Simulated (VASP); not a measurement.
# Br (P6_3/mmc) in VASP: notebook

Runs on Br. Level: PBEsol. Tasks: single point.

All numbers are computed with VASP 6.6.1; they aren't measurements. Logs are shortened: lines on timing, memory, paths and dates and some standing lists are left out, and cuts for length are marked.

### 1 The cell of the first run

It takes space group P6_3/mmc (No. 194, hexagonal). Conventional cell: a = 2.908 Å, b = 2.908 Å, c = 4.249 Å, α = 90.00°, β = 90.00°, γ = 120.00°. Within 3.6 Å of Br (site symmetry -6m2) lie 12 Br at 2.71 to 2.91 Å.

### 2 Single point, PBEsol (volume scaled by 0.6)

INCAR reads:

```
PREC = Accurate
ENCUT = 520
EDIFF = 1E-6
ISMEAR = -1
SIGMA = 0.1
LREAL = False
LASPH = True
NELM = 80
ALGO = Normal
ISIF = 2
LWAVE = False
LCHARG = True
GGA = PS
LELF = True
LVHAR = True
NBANDS = 14
```

KPOINTS reads:

```
regular mesh
0
Gamma
  14 14 8
```

POSCAR reads:

```
Br
1.0
    2.9082168249      0.0000000000      0.0000000000
   -1.4541084125      2.5185896501      0.0000000000
    0.0000000000      0.0000000000      4.2493761482
Br
2
Direct
    0.3333333333      0.6666666667      0.2500000000
    0.6666666667      0.3333333333      0.7500000000
```

Potentials or basis: VASP PAW PBE potentials, release 64 (Br).

On the command line:

```
> cat potpaw_PBE.64/Br/POTCAR > POTCAR
> mpirun -np 1 vasp_std > vasp.out
```

OUTCAR:

```text
PREC = Accurate
   ENCUT = 520
   EDIFF = 1E-6
   ISMEAR = -1
   LREAL = False
   LASPH = True
   NELM = 80
   ISIF = 2
   GGA = PS

 ion  position               nearest neighbor table
   1  0.333  0.667  0.250-   2 2.71   2 2.71   2 2.71   2 2.71   2 2.71   2 2.71
   2  0.667  0.333  0.750-   1 2.71   1 2.71   1 2.71   1 2.71   1 2.71   1 2.71

  LATTYP: Found a hexagonal cell.
 ALAT       =     2.9082168249
 C/A-ratio  =     1.4611620811

  Lattice vectors:

 A1 = (   2.9082168249,   0.0000000000,   0.0000000000)
 A2 = (  -1.4541084125,   2.5185896501,   0.0000000000)
 A3 = (   0.0000000000,   0.0000000000,   4.2493761482)

Analysis of symmetry for initial positions (statically):
=====================================================================
 Subroutine PRICEL returns:
 Original cell was already a primitive cell.

 Routine SETGRP: Setting up the symmetry group for a
 hexagonal supercell.

 Subroutine GETGRP returns: Found 24 space group operations
 (whereof 12 operations were pure point group operations)
 out of a pool of 24 trial point group operations.

The static configuration has the point symmetry D_3d.
 The point group associated with its full space group is D_6h.

Analysis of symmetry for dynamics (positions and initial velocities):
=====================================================================
 Subroutine PRICEL returns:
 Original cell was already a primitive cell.

 Routine SETGRP: Setting up the symmetry group for a
 hexagonal supercell.

 Subroutine GETGRP returns: Found 24 space group operations
 (whereof 12 operations were pure point group operations)
 out of a pool of 24 trial point group operations.

The dynamic configuration has the point symmetry D_3d.
 The point group associated with its full space group is D_6h.

 Subroutine INISYM returns: Found 24 space group operations
 (whereof 12 operations are pure point group operations),
 and found     1 'primitive' translations

----------------------------------------------------------------------------------------

                                     Primitive cell

  volume of cell :      31.1250

  direct lattice vectors                    reciprocal lattice vectors
     2.908216825  0.000000000  0.000000000     0.343853316  0.198523805  0.000000000
    -1.454108412  2.518589650  0.000000000     0.000000000  0.397047610  0.000000000
     0.000000000  0.000000000  4.249376148     0.000000000  0.000000000  0.235328661

  length of vectors
     2.908216825  2.908216825  4.249376148     0.397047610  0.397047610  0.235328661

  position of ions in fractional coordinates (direct lattice)
     0.333333333  0.666666667  0.250000000
     0.666666667  0.333333333  0.750000000

  ion indices of the primitive-cell ions
   primitive index   ion index
                 1           1
                 2           2

----------------------------------------------------------------------------------------

 KPOINTS: regular mesh

Automatic generation of k-mesh.
 Grid dimensions read from file:
 generate k-points for:   14   14    8

 Generating k-lattice:

  Cartesian coordinates                     Fractional coordinates (reciprocal lattice)
     0.024560951  0.014180272  0.000000000     0.071428571  0.000000000  0.000000000
     0.000000000  0.028360544  0.000000000     0.000000000  0.071428571  0.000000000
     0.000000000  0.000000000  0.029416083     0.000000000  0.000000000  0.125000000

  Length of vectors
     0.028360544  0.028360544  0.029416083

  Shift w.r.t. Gamma in fractional coordinates (k-lattice)
     0.000000000  0.000000000  0.000000000

 Subroutine IBZKPT returns following result:
 ===========================================

 Found    120 irreducible k-points:

 Following reciprocal coordinates:
            Coordinates               Weight
  0.000000  0.000000  0.000000      1.000000
  0.071429 -0.000000  0.000000      6.000000
  0.142857 -0.000000  0.000000      6.000000
  0.214286  0.000000  0.000000      6.000000
  0.285714 -0.000000  0.000000      6.000000
  0.357143 -0.000000  0.000000      6.000000
[... 16 lines left out ...]
  0.285714  0.285714  0.000000      6.000000
  0.357143  0.285714  0.000000      6.000000
 [... further k-points ...]
   k-points           NKPTS =    120   k-points in BZ     NKDIM =    120   number of bands    NBANDS=     14
   number of dos      NEDOS =    301   number of ions     NIONS =      2
   total plane-waves  NPLWV =  18432
   dimension x,y,z NGX =    24 NGY =   24 NGZ =   32
   dimension x,y,z NGXF=    48 NGYF=   48 NGZF=   64
   ions per type =               2
   NGX,Y,Z   is equivalent  to a cutoff of  13.72, 13.72, 12.52 a.u.
   NGXF,Y,Z  is equivalent  to a cutoff of  27.44, 27.44, 25.04 a.u.
 SYSTEM =  unknown system
   PREC   = accura    normal or accurate (medium, high low for compatibility)
   ISTART =      0    job   : 0-new  1-cont  2-samecut
   ICHARG =      2    charge: 1-file 2-atom 10-const
   ISPIN  =      1    spin polarized calculation?
   LNONCOLLINEAR =      F non collinear calculations
   LSORBIT =      F    spin-orbit coupling
   LASPH  =      T    aspherical Exc in radial PAW
   ENCUT  =  520.0 eV  38.22 Ry    6.18 a.u.   5.41  5.41  7.90*2*pi/ulx,y,z
   NELM   =     80;   NELMIN=  2; NELMDL= -5     # of ELM steps
   EDIFF  = 0.1E-05   stopping-criterion for ELM
   LREAL  =      F    real-space projection
   EDIFFG = 0.1E-04   stopping-criterion for IOM
   NSW    =      0    number of steps for IOM
   IBRION =     -1    ionic relax: 0-MD 1-quasi-New 2-CG
   NFREE  =      0    steps in history (QN), initial steepest desc. (CG)
   ISIF   =      2    stress and relaxation
   ISYM   =      2    0-nonsym 1-usesym 2-fastsym
   POTIM  = 0.5000    time-step for ionic-motion
   TEBEG  =    0.0;   TEEND  =   0.0 temperature during run
   PSTRESS=    0.0 pullay stress
   NELECT =      14.0000    total number of electrons
   NUPDOWN=      -1.0000    fix difference up-down
   EMIN   =  10.00;   EMAX   =-10.00  energy-range for DOS
   EFERMI =   0.00;   METHOD = LEGACY
   ISMEAR =    -1;   SIGMA  =   0.10  broadening in eV -4-tet -1-fermi 0-gaus
   EFERMI_NEDOS =   21; number of points for ismear=-14 and -15
   IALGO  =     38    algorithm
   IMIX   =      4    mixing-type and parameters
     AMIX     =   0.40;   BMIX     =  1.00
     AMIX_MAG =   1.60;   BMIX_MAG =  1.00
  volume/ion in A,a.u.               =      15.56       105.02
  Fermi-wavevector in a.u.,A,eV,Ry     =   1.254337  2.370354 21.406895  1.573362
  Thomas-Fermi vector in A             =   2.388147
   LORBIT       =      0    0 simple, 1 ext, 2 COOP (PROOUT), +10 PAW based schemes
   GGA     = PS    functional components
   LHFCALC =     F    Hartree Fock is set to
   AEXX    =    0.0000 exact exchange contribution
   IVDW    =     0    specifies the selected vdW correction
   LEPSILON=     F    determine dielectric tensor
   LRPA    =     F    only Hartree local field effects (RPA)
 non-spin polarized calculation
  energy-cutoff  :      520.00
  volume of cell :       31.13
 maximum number of plane-waves:       868
 NGX is ok and might be reduce to    24
   NGX = 11   NGY = 11   NGZ = 15

 number of electron      13.9999998 magnetization

 Free energy of the ion-electron system (eV)
  ---------------------------------------------------
  ext. energy  EPLUGINS =         0.00000000
  ---------------------------------------------------
  free energy    TOTEN  =        -0.76380951 eV

  energy without entropy =       -0.72241364  energy(sigma->0) =       -0.74311158

 E-fermi :   8.8743     XC(G=0): -12.0596

 val. band max:        8.8674217044   @ k =   0.2143   0.0714   0.2500
 cond. band min:       8.8908320823   @ k =   0.3571   0.1429   0.2500
 fundamental gap:      0.0234103778
 Fermi energy:         8.8743489601

 k-point     1 :       0.0000    0.0000    0.0000
  band No.  band energies     occupation
      1     -11.6496      2.00000
      2      -6.3029      2.00000
      3      -0.7766      2.00000
      4       8.1182      1.99896
      5       8.1182      1.99896
      6      10.2913      0.00000
      7      10.2913      0.00000
      8      12.1068      0.00000
      9      15.4218      0.00000
     10      19.4875      0.00000
     11      20.1899      0.00000
     12      20.1899      0.00000
     13      22.9071      0.00000
     14      22.9102      0.00000

 k-point     2 :       0.0714   -0.0000    0.0000
  band No.  band energies     occupation
      1     -11.5489      2.00000
      2      -6.2419      2.00000
      3      -0.6711      2.00000
      4       7.3695      2.00000
      5       7.8613      1.99992
      6       9.8847      0.00008
      7      10.3574      0.00000
      8      11.8995      0.00000
      9      15.9909      0.00000
     10      18.9225      0.00000
     11      20.3831      0.00000
     12      20.8512      0.00000
     13      22.4734      0.00000
     14      22.5777      0.00000

 k-point     3 :       0.1429   -0.0000    0.0000
  band No.  band energies     occupation
      1     -11.2494      2.00000
      2      -6.0726      2.00000
      3      -0.3567      2.00000
      4       5.7556      2.00000
      5       7.2847      2.00000
      6       8.8153      1.28699
      7      10.4000      0.00000
      8      11.2874      0.00000
      9      16.4069      0.00000
     10      18.7261      0.00000
     11      21.0626      0.00000
     12      21.1216      0.00000
     13      21.5490      0.00000
     14      21.7099      0.00000
[... 324 lines left out ...]
 k-point    23 :       0.2857    0.2857    0.0000
  band No.  band energies     occupation
      1      -7.6053      2.00000
      2      -6.1779      2.00000
      3       0.8862      2.00000
      4       2.8463      2.00000
      5       3.6705      2.00000
      6       4.4827      2.00000
      7       5.8123      2.00000
      8       6.2936      2.00000
      9      13.5542      0.00000
     10      19.6614      0.00000
     11      20.4580      0.00000
     12      24.3548      0.00000
     13      24.3745      0.00000
     14      25.8687      0.00000

 k-point    24 :       0.3571    0.2857    0.0000
  band No.  band energies     occupation
      1      -7.1067      2.00000
      2      -6.5364      2.00000
      3       0.6347      2.00000
      4       3.4155      2.00000
      5       3.8243      2.00000
      6       4.3077      2.00000
      7       5.1770      2.00000
      8       5.9733      2.00000
      9      13.2610      0.00000
     10      19.9163      0.00000
     11      22.4147      0.00000
     12      22.4930      0.00000
     13      24.9658      0.00000
     14      26.3166      0.00000

 [... further k-points ...]
[... 5 lines left out ...]
  --------------------------------------------------------------------------------------
  -------------------------------------------------------------------------------------
  Total       10.3899401     10.3899401     10.4192491     -0.0000000      0.0000000     -0.0000000
  in kB      534.8281453    534.8281454    536.3368413     -0.0000000      0.0000000     -0.0000000
  external PRESSURE =     535.3310440 kB  Pullay stress =       0.0000000 kB

 VOLUME and BASIS-vectors are now :
 -----------------------------------------------------------------------------
  energy-cutoff  :      520.00
  volume of cell :       31.13
      direct lattice vectors                 reciprocal lattice vectors
     2.908216825  0.000000000  0.000000000     0.343853316  0.198523805  0.000000000
    -1.454108412  2.518589650  0.000000000     0.000000000  0.397047610  0.000000000
     0.000000000  0.000000000  4.249376148     0.000000000  0.000000000  0.235328661

 POSITION                                       TOTAL-FORCE (eV/Angst)
 -----------------------------------------------------------------------------------
     -0.00000      1.67906      1.06234         0.000000     -0.000000      0.000000
      1.45411      0.83953      3.18703        -0.000000      0.000000      0.000000
 -----------------------------------------------------------------------------------
    total drift:                               -0.000000      0.000000      0.000000

  FREE ENERGIE OF THE ION-ELECTRON SYSTEM (eV)
  ---------------------------------------------------
  free  energy   TOTEN  =        -0.7638095118 eV

  energy  without entropy=       -0.7224136433  energy(sigma->0) =       -0.74311158
```

Wall time 18 s (1 thread of Intel Xeon 6975P-C (Granite Rapids), shared host); peak memory 0.17 GiB.

Results:

| Quantity | Value |
| --- | --- |
| Free energy | -0.7638 eV |
| Pressure | 53.5 GPa |
| Band gap on the k mesh | zero (band 7 reaches 10.40 eV, above the bottom of band 8 at 5.97 eV) |

Caveat: the PAW data sets were made with another functional, which shifts forces and pressure a little.

### 3 Single point, PBEsol (volume scaled by 0.6)

INCAR reads:

```
SYSTEM = Br
  PREC = Accurate
  ENCUT = 520
  EDIFF = 1E-7
  ISMEAR = -1
  SIGMA = 0.1
  LREAL = .FALSE.
  LASPH = .TRUE.
  NELM = 80
  ALGO = Normal
  ISIF = 2
  LWAVE = .FALSE.
  LCHARG = .FALSE.
  GGA = PS
  NBANDS = 14
```

KPOINTS reads:

```
regular mesh
0
G
  14 14 8
  0 0 0
```

POSCAR is that of step 2.

Potentials or basis: VASP PAW PBE potentials, release 64 (Br).

On the command line:

```
> cat potpaw_PBE.64/Br/POTCAR > POTCAR
> mpirun -np 1 vasp_std > vasp.out
```

It took 17 s on 1 thread of Intel Xeon 6975P-C (Granite Rapids), shared host; peak memory 0.17 GiB.

The run converged. Its results:

| Quantity | Value |
| --- | --- |
| Free energy | -0.7638 eV |
| Pressure | 53.5 GPa |
| Band gap on the k mesh | zero (band 7 reaches 10.40 eV, above the bottom of band 8 at 5.97 eV) |

Stress tensor (GPa, compression positive):
```
53.48  0.00  0.00
 0.00 53.48  0.00
 0.00  0.00 53.64
```

Levels at points of the mesh, in eV from the Fermi level:
```csv
k point,band 4,band 5,band 6,band 7,band 8,band 9,band 10,band 11
"(0.00, 0.00, 0.00)",-0.76,-0.76,1.42,1.42,3.23,6.55,10.61,11.32
"(0.50, 0.00, 0.00)",-5.82,-5.68,-3.61,-2.92,0.76,3.95,8.49,10.03
"(0.00, 0.00, 0.50)",-3.15,0.31,0.31,0.31,0.31,8.77,8.77,10.69
"(0.50, 0.00, 0.50)",-9.28,-1.94,-1.94,-0.68,-0.68,6.75,6.75,8.90
```

Caveat: the PAW data sets were made with another functional, which shifts forces and pressure a little.

(Part 1 of 2 ends here.)
